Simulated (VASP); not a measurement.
# MgGaC4N4 (Cmmm) in VASP: further runs

Runs on MgGaC4N4. Level: PBE. Tasks: single point.

All numbers are computed with VASP 6.6.1; they aren't measurements. Logs are shortened: lines on timing, memory, paths and dates and some standing lists are left out, and cuts for length are marked.

## Step 1: The cell of the first run

The structure is orthorhombic, space group Cmmm (No. 65). The conventional cell has a = 7.270 Å, b = 7.368 Å, c = 7.270 Å, α = 90.00°, β = 90.00°, γ = 90.00°. Within 2.7 Å of Mg (site symmetry mmm) lie 4 N at 2.08 Å. Within 2.5 Å of Ga (site symmetry mmm) lie 4 C at 1.90 Å. Within 1.6 Å of C (site symmetry m) lie 1 N at 1.17 Å. N (site symmetry m) has 1 C at 1.17 Å within 1.6 Å.

## Step 2: Single point, PBE

INCAR

```
SYSTEM = MgGaC4N4
  PREC = Accurate
  ENCUT = 520
  EDIFF = 1E-6
  ISMEAR = 0
  SIGMA = 0.1
  LREAL = .FALSE.
  LASPH = .TRUE.
  NELM = 60
  ALGO = Fast
  ISIF = 2
  LWAVE = .FALSE.
  LCHARG = .FALSE.
  GGA = PE
  NBANDS = 36
```

KPOINTS

```
regular mesh
0
G
  4 4 4
  0 0 0
```

POSCAR

```
MgGaC4N4
1.0
    3.6352359600     -3.6840863700      0.0000000000
    3.6352359600      3.6840863700      0.0000000000
    0.0000000000      0.0000000000      7.2704719200
Mg Ga C N
1 1 4 4
Direct
    0.5000000000      0.5000000000      0.5000000000
    0.0000000000      0.0000000000      0.0000000000
    0.8156000800      0.8156000800      0.8156000800
    0.1843999200      0.1843999200      0.1843999200
    0.8156000800      0.8156000800      0.1843999200
    0.1843999200      0.1843999200      0.8156000800
    0.7018089900      0.7018089900      0.7018089900
    0.2981910100      0.2981910100      0.2981910100
    0.7018089900      0.7018089900      0.2981910100
    0.2981910100      0.2981910100      0.7018089900
```

Potentials or basis: VASP PAW PBE potentials, release 64 (Mg, Ga_d, C, N).

Launch:

```console
$ cat potpaw_PBE.64/Mg/POTCAR potpaw_PBE.64/Ga_d/POTCAR potpaw_PBE.64/C/POTCAR potpaw_PBE.64/N/POTCAR > POTCAR
$ mpirun -np 1 vasp_std > vasp.out
```

OUTCAR:

```text
SYSTEM = MgGaC4N4
   PREC = Accurate
   ENCUT = 520
   EDIFF = 1E-6
   ISMEAR = 0
   LREAL = .FALSE.
   LASPH = .TRUE.
   NELM = 60
   ISIF = 2
   GGA = PE

 ion  position               nearest neighbor table
   1  0.500  0.500  0.500-   7 2.08   8 2.08   9 2.08  10 2.08
   2  0.000  0.000  0.000-   3 1.90   4 1.90   5 1.90   6 1.90
   3  0.816  0.816  0.816-   7 1.17   2 1.90
   4  0.184  0.184  0.184-   8 1.17   2 1.90
   5  0.816  0.816  0.184-   9 1.17   2 1.90
   6  0.184  0.184  0.816-  10 1.17   2 1.90
   7  0.702  0.702  0.702-   3 1.17   1 2.08
   8  0.298  0.298  0.298-   4 1.17   1 2.08
   9  0.702  0.702  0.298-   5 1.17   1 2.08
  10  0.298  0.298  0.702-   6 1.17   1 2.08

  LATTYP: Found a base centered orthorhombic cell.
 ALAT       =     7.2704719200
 B/A-ratio  =     1.0134380300
 C/A-ratio  =     1.0000000000

  Lattice vectors:

 A1 = (   3.6352359600,  -3.6840863700,   0.0000000000)
 A2 = (   3.6352359600,   3.6840863700,   0.0000000000)
 A3 = (   0.0000000000,   0.0000000000,   7.2704719200)

Analysis of symmetry for initial positions (statically):
=====================================================================
 Subroutine PRICEL returns:
 Original cell was already a primitive cell.

 Routine SETGRP: Setting up the symmetry group for a
 base centered orthorhombic supercell.

 Subroutine GETGRP returns: Found  8 space group operations
 (whereof  8 operations were pure point group operations)
 out of a pool of  8 trial point group operations.

The static configuration has the point symmetry D_2h.

Analysis of symmetry for dynamics (positions and initial velocities):
=====================================================================
 Subroutine PRICEL returns:
 Original cell was already a primitive cell.

 Routine SETGRP: Setting up the symmetry group for a
 base centered orthorhombic supercell.

 Subroutine GETGRP returns: Found  8 space group operations
 (whereof  8 operations were pure point group operations)
 out of a pool of  8 trial point group operations.

The dynamic configuration has the point symmetry D_2h.

 Subroutine INISYM returns: Found  8 space group operations
 (whereof  8 operations are pure point group operations),
 and found     1 'primitive' translations

----------------------------------------------------------------------------------------

[... 112 lines left out ...]
   POTIM  = 0.5000    time-step for ionic-motion
   TEBEG  =    0.0;   TEEND  =   0.0 temperature during run
   PSTRESS=    0.0 pullay stress
   NELECT =      51.0000    total number of electrons
   NUPDOWN=      -1.0000    fix difference up-down
   EMIN   =  10.00;   EMAX   =-10.00  energy-range for DOS
   EFERMI =   0.00;   METHOD = LEGACY
   ISMEAR =     0;   SIGMA  =   0.10  broadening in eV -4-tet -1-fermi 0-gaus
   EFERMI_NEDOS =   21; number of points for ismear=-14 and -15
   IALGO  =     68    algorithm
   IMIX   =      4    mixing-type and parameters
     AMIX     =   0.40;   BMIX     =  1.00
     AMIX_MAG =   1.60;   BMIX_MAG =  1.00
  volume/ion in A,a.u.               =      19.47       131.42
  Fermi-wavevector in a.u.,A,eV,Ry     =   1.047402  1.979302 14.926272  1.097050
  Thomas-Fermi vector in A             =   2.182280
   LORBIT       =      0    0 simple, 1 ext, 2 COOP (PROOUT), +10 PAW based schemes
   GGA     = PE    functional components
   LHFCALC =     F    Hartree Fock is set to
   AEXX    =    0.0000 exact exchange contribution
   IVDW    =     0    specifies the selected vdW correction
   LEPSILON=     F    determine dielectric tensor
   LRPA    =     F    only Hartree local field effects (RPA)
 non-spin polarized calculation
 RMM-DIIS sequential band-by-band and
 Gauss-broadening in eV      SIGMA  =   0.10
  energy-cutoff  :      520.00
  volume of cell :      194.74
 maximum number of plane-waves:      5279
 NGX is ok and might be reduce to    40
   NGX = 19   NGY = 19   NGZ = 27

 number of electron      51.0000008 magnetization

 Free energy of the ion-electron system (eV)
  ---------------------------------------------------
  ext. energy  EPLUGINS =         0.00000000
  ---------------------------------------------------
  free energy    TOTEN  =       -71.06801818 eV

  energy without entropy =      -71.04058337  energy(sigma->0) =      -71.05430078

 E-fermi :   0.7159     XC(G=0):  -7.1997

 val. band max:        0.7074130845   @ k =   0.5000   0.2500   0.2500
 cond. band min:       0.7313766225   @ k =   0.2500   0.2500   0.0000
 fundamental gap:      0.0239635380
 Fermi energy:         0.7159039751

 k-point     1 :       0.0000    0.0000    0.0000
  band No.  band energies     occupation
      1     -18.2583      2.00000
      2     -18.0993      2.00000
      3     -18.0386      2.00000
      4     -17.9488      2.00000
      5     -14.9239      2.00000
      6     -14.8872      2.00000
[... 808 lines left out ...]
     35       5.5609      0.00000
     36       5.6488      0.00000

------------------------ aborting loop because EDIFF is reached ----------------------------------------

  FORCE on cell =-STRESS in cart. coord.  units (eV):
  Direction    XX          YY          ZZ          XY          YZ          ZX
  --------------------------------------------------------------------------------------
  -------------------------------------------------------------------------------------
  Total       10.0312933      0.5027885      9.9995738      0.0000000      0.0000000      0.0000000
  in kB       82.5301252      4.1365748     82.2691604      0.0000000      0.0000000      0.0000000
  external PRESSURE =      56.3119535 kB  Pullay stress =       0.0000000 kB

 VOLUME and BASIS-vectors are now :
 -----------------------------------------------------------------------------
  energy-cutoff  :      520.00
  volume of cell :      194.74
      direct lattice vectors                 reciprocal lattice vectors
     3.635235960 -3.684086370  0.000000000     0.137542653 -0.135718859  0.000000000
     3.635235960  3.684086370  0.000000000     0.137542653  0.135718859  0.000000000
     0.000000000  0.000000000  7.270471920     0.000000000  0.000000000  0.137542653

 POSITION                                       TOTAL-FORCE (eV/Angst)
 -----------------------------------------------------------------------------------
      3.63524      0.00000      3.63524         0.000000      0.000000      0.000000
      0.00000      0.00000      0.00000         0.000000      0.000000      0.000000
      5.92980      0.00000      5.92980        -1.320353      0.000000     -1.314207
      1.34067      0.00000      1.34067         1.320353      0.000000      1.314207
      5.92980      0.00000      1.34067        -1.320353      0.000000      1.314207
      1.34067      0.00000      5.92980         1.320353      0.000000     -1.314207
      5.10248      0.00000      5.10248        -0.406454      0.000000     -0.441022
      2.16799      0.00000      2.16799         0.406454      0.000000      0.441022
      5.10248      0.00000      2.16799        -0.406454      0.000000      0.441022
      2.16799      0.00000      5.10248         0.406454      0.000000     -0.441022
 -----------------------------------------------------------------------------------
    total drift:                               -0.000000      0.000000     -0.000000

  FREE ENERGIE OF THE ION-ELECTRON SYSTEM (eV)
  ---------------------------------------------------
  free  energy   TOTEN  =       -71.0680181846 eV

  energy  without entropy=      -71.0405833733  energy(sigma->0) =      -71.05430078
```

OSZICAR:

```text
N       E                     dE             d eps       ncg     rms          rms(c)
DAV:   1     0.440373503272E+03    0.44037E+03   -0.22406E+04  1572   0.143E+03
DAV:   2    -0.101107449652E+02   -0.45048E+03   -0.42348E+03  1876   0.380E+02
DAV:   3    -0.770922226938E+02   -0.66981E+02   -0.66043E+02  1852   0.139E+02
DAV:   4    -0.800964188747E+02   -0.30042E+01   -0.29520E+01  2000   0.344E+01
DAV:   5    -0.801810819243E+02   -0.84663E-01   -0.84214E-01  1856   0.501E+00    0.170E+01
RMM:   6    -0.721880669528E+02    0.79930E+01   -0.15657E+01  1879   0.159E+01    0.871E+00
RMM:   7    -0.710889488502E+02    0.10991E+01   -0.71398E+00  2215   0.109E+01    0.438E+00
RMM:   8    -0.710665973629E+02    0.22351E-01   -0.14393E+00  2393   0.538E+00    0.249E+00
RMM:   9    -0.710710507062E+02   -0.44533E-02   -0.24328E-01  2240   0.277E+00    0.469E-01
RMM:  10    -0.710644570965E+02    0.65936E-02   -0.53511E-02  2471   0.116E+00    0.168E-01
RMM:  11    -0.710669445221E+02   -0.24874E-02   -0.16242E-02  2523   0.551E-01    0.889E-02
RMM:  12    -0.710679093833E+02   -0.96486E-03   -0.29265E-03  2388   0.270E-01    0.349E-02
RMM:  13    -0.710679764594E+02   -0.67076E-04   -0.10802E-03  2544   0.122E-01    0.120E-02
RMM:  14    -0.710680060592E+02   -0.29600E-04   -0.24984E-04  2603   0.631E-02    0.760E-03
RMM:  15    -0.710680131579E+02   -0.70988E-05   -0.94515E-05  2341   0.311E-02    0.275E-03
RMM:  16    -0.710680161771E+02   -0.30192E-05   -0.31273E-05  2152   0.187E-02    0.248E-03
RMM:  17    -0.710680177393E+02   -0.15621E-05   -0.13998E-05  1781   0.118E-02    0.137E-03
RMM:  18    -0.710680181846E+02   -0.44532E-06   -0.58026E-06  1564   0.836E-03
   1 F= -.71068018E+02 E0= -.71054301E+02  d E =-.274348E-01
```

Run time: 1.9 min. Hardware: 1 thread of Oxide Virtual Turin-like, shared host; peak memory 0.33 GiB.

Results:

| Property | Result |
| --- | --- |
| Free energy | -71.0680 eV |
| Pressure | 5.6 GPa |
| Largest force | 1.863 eV/Å |
| Band gap on the k mesh | zero (an odd number of electrons rules out a gap without spin polarisation) |

Forces on the atoms (eV/Å):
```
Mg   0.000  0.000  0.000
Ga   0.000  0.000  0.000
C   -1.320  0.000 -1.314
C    1.320  0.000  1.314
C   -1.320  0.000  1.314
C    1.320  0.000 -1.314
N   -0.406  0.000 -0.441
N    0.406  0.000  0.441
N   -0.406  0.000  0.441
N    0.406  0.000 -0.441
```

Stress tensor (GPa, compression positive):
```
8.25 0.00 0.00
0.00 0.41 0.00
0.00 0.00 8.23
```

Caveat: the stress differs along the axes, from 0 to 8 GPa; forces of over 1 eV/Å act on the atoms, so gaps and moduli don't describe the material at rest.

## Step 3: Single point, PBE

This run uses another cell than the first one, of 21.01 Å³/atom.

INCAR

```
SYSTEM = MgGaC4N4
PREC = Accurate ; ENCUT = 520
EDIFF = 1E-6 ; ISMEAR = 0
SIGMA = 0.1 ; LREAL = .False.
LASPH = .True. ; NELM = 100
ALGO = Fast ; ISIF = 2
LWAVE = .False. ; LCHARG = .False.
GGA = PE ; NBANDS = 36
```

KPOINTS

```
regular mesh
0
Gamma
  4 4 4
  0 0 0
```

POSCAR

```
MgGaC4N4
1.0
    3.6992109538     -3.7906247836      0.0000000000
    3.6992109538      3.7906247836      0.0000000000
    0.0000000000      0.0000000000      7.4908220537
Mg Ga C N
1 1 4 4
Direct
    0.5000000000      0.5000000000      0.5000000000
    0.0000000000      0.0000000000      0.0000000000
    0.8071085657      0.8071085657      0.8075915366
    0.1928914343      0.1928914343      0.1924084634
    0.8071085657      0.8071085657      0.1924084634
    0.1928914343      0.1928914343      0.8075915366
    0.6977549774      0.6977549774      0.6948889364
    0.3022450226      0.3022450226      0.3051110636
    0.6977549774      0.6977549774      0.3051110636
    0.3022450226      0.3022450226      0.6948889364
```

Potentials or basis: VASP PAW PBE potentials, release 64 (Mg, Ga_d, C, N).

Launch:

```console
$ cat potpaw_PBE.64/Mg/POTCAR potpaw_PBE.64/Ga_d/POTCAR potpaw_PBE.64/C/POTCAR potpaw_PBE.64/N/POTCAR > POTCAR
$ mpirun -np 1 vasp_std > vasp.out
```

Run time: 2 min. Hardware: 1 thread of Oxide Virtual Turin-like, shared host; peak memory 0.35 GiB.

The run converged. Its results:

```yaml
Free_energy: -71.6641 eV
Pressure: 0.6 GPa
Largest_force: 0.425 eV/Å
Band_gap_on_the_k_mesh: zero (an odd number of electrons rules out a gap without spin polarisation)
```

Forces in eV/Å, atoms in the order of the input:
```
Mg   0.000  0.000  0.000
Ga   0.000  0.000  0.000
C    0.279  0.000  0.311
C   -0.279  0.000 -0.311
C    0.279  0.000 -0.311
C   -0.279  0.000  0.311
N   -0.296  0.000 -0.305
N    0.296  0.000  0.305
N   -0.296  0.000  0.305
N    0.296  0.000 -0.305
```

Stress tensor (GPa, compression positive):
```
0.75 0.00 0.00
0.00 0.23 0.00
0.00 0.00 0.83
```

Levels at points of the mesh, in eV from the Fermi level:
| k point | band 23 | band 24 | band 25 | band 26 | band 27 | band 28 |
| --- | --- | --- | --- | --- | --- | --- |
| (0.00, 0.00, 0.00) | -4.77 | -4.34 | -3.25 | -0.19 | 1.24 | 2.19 |
| (0.50, 0.00, 0.00) | -4.71 | -4.44 | -3.43 | 0.03 | 1.76 | 1.97 |
| (0.50, 0.50, 0.00) | -4.58 | -4.34 | -3.36 | -0.30 | 1.46 | 2.27 |
| (0.00, 0.00, 0.50) | -4.69 | -4.42 | -3.40 | 0.05 | 1.63 | 1.80 |
| (0.50, 0.00, 0.50) | -4.57 | -4.56 | -3.66 | 0.17 | 2.25 | 2.37 |
| (0.50, 0.50, 0.50) | -4.65 | -4.40 | -3.52 | 0.01 | 1.96 | 2.05 |

## Step 4: Single point, PBE

This run uses another cell than the first one, of 22.40 Å³/atom.

INCAR

```
SYSTEM = MgGaC4N4
PREC = Accurate
ENCUT = 520
EDIFF = 1E-6
ISMEAR = 0
SIGMA = 0.2
LREAL = .FALSE.
LASPH = .TRUE.
NELM = 100
ALGO = Fast
ISIF = 2
LWAVE = .FALSE.
LCHARG = .TRUE.
GGA = PE
LELF = .TRUE.
LVHAR = .TRUE.
NBANDS = 36
```

KPOINTS

```
Automatic mesh
0
G
  4 4 4
  0 0 0
```

POSCAR

```
MgGaC4N4
1.0
    3.7096880185     -4.0315590616      0.0000000000
    3.7096880185      4.0315590616      0.0000000000
    0.0000000000      0.0000000000      7.4883731217
Mg Ga C N
1 1 4 4
Direct
    0.5000000000      0.5000000000      0.5000000000
    0.0000000000      0.0000000000      0.0000000000
    0.8070636283      0.8070636283      0.8076531655
    0.1929363717      0.1929363717      0.1923468345
    0.8070636283      0.8070636283      0.1923468345
    0.1929363717      0.1929363717      0.8076531655
    0.6973701702      0.6973701702      0.6954666309
    0.3026298298      0.3026298298      0.3045333691
    0.6973701702      0.6973701702      0.3045333691
    0.3026298298      0.3026298298      0.6954666309
```

Launch:

```console
$ cat potpaw_PBE.64/Mg/POTCAR potpaw_PBE.64/Ga_d/POTCAR potpaw_PBE.64/C/POTCAR potpaw_PBE.64/N/POTCAR > POTCAR
$ mpirun -np 1 vasp_std > vasp.out
```

Wall time 2.3 min (1 thread of Oxide Virtual Turin-like, shared host); peak memory 0.37 GiB.

Results (log left out):

* Free energy: -71.7168 eV
* Pressure: 0.3 GPa
* Largest force: 0.403 eV/Å
* Band gap on the k mesh: zero (an odd number of electrons rules out a gap without spin polarisation)

Forces in eV/Å, atoms in the order of the input:
```
Mg   0.000  0.000  0.000
Ga   0.000  0.000  0.000
C    0.274  0.000  0.285
C   -0.274  0.000 -0.285
C    0.274  0.000 -0.285
C   -0.274  0.000  0.285
N   -0.280  0.000 -0.290
N    0.280  0.000  0.290
N   -0.280  0.000  0.290
N    0.280  0.000 -0.290
```

Stress tensor (GPa, compression positive):
```
 0.49  0.00  0.00
 0.00 -0.01  0.00
 0.00  0.00  0.52
```

Levels at points of the mesh, in eV from the Fermi level:
| k point | band 22 | band 23 | band 24 | band 25 | band 26 | band 27 | band 28 | band 29 |
| --- | --- | --- | --- | --- | --- | --- | --- | --- |
| (0.00, 0.00, 0.00) | -4.85 | -4.82 | -4.33 | -3.27 | -0.19 | 1.30 | 2.14 | 2.33 |
| (0.50, 0.00, 0.00) | -4.96 | -4.69 | -4.42 | -3.44 | 0.03 | 1.78 | 1.96 | 2.65 |
| (0.50, 0.50, 0.00) | -4.81 | -4.67 | -4.33 | -3.35 | -0.27 | 1.44 | 2.28 | 2.84 |
| (0.00, 0.00, 0.50) | -5.00 | -4.68 | -4.41 | -3.42 | 0.06 | 1.66 | 1.85 | 2.56 |
| (0.50, 0.00, 0.50) | -5.04 | -4.56 | -4.55 | -3.67 | 0.17 | 2.24 | 2.42 | 2.64 |
| (0.50, 0.50, 0.50) | -4.74 | -4.67 | -4.40 | -3.50 | 0.01 | 1.95 | 2.02 | 2.46 |

## Step 5: Overview

```csv
cell,smearing,gap on the mesh (eV),pressure (GPa),largest force (eV/Å)
"a = 5.176, b = 5.176, c = 7.270 Å, angles 90.0, 90.0, 90.8°, 10 atoms, atomic positions A",gaussian 0.1 eV,none,5.6,1.86
"a = 5.297, b = 5.297, c = 7.491 Å, angles 90.0, 90.0, 91.4°, 10 atoms, atomic positions B",gaussian 0.1 eV,none,0.6,0.43
"a = 5.479, b = 5.479, c = 7.488 Å, angles 90.0, 90.0, 94.8°, 10 atoms, atomic positions C",gaussian 0.2 eV,none,0.3,0.40
```

Alike in all rows: task single point; level PBE; potentials or basis VASP PAW PBE potentials, release 64 (Mg, Ga_d, C, N); no spin polarisation; k mesh 4 × 4 × 4; cutoff (eV) 520.

Caveats: the stress differs along the axes, from 0 to 8 GPa (at least some runs); forces of over 1 eV/Å act on the atoms, so gaps and moduli don't describe the material at rest (at least some runs).

Total energies depend on the potentials used, so only differences within one code and one set of settings carry meaning.

The gap in the log of VASP goes by the Fermi energy; the results here count the filled bands.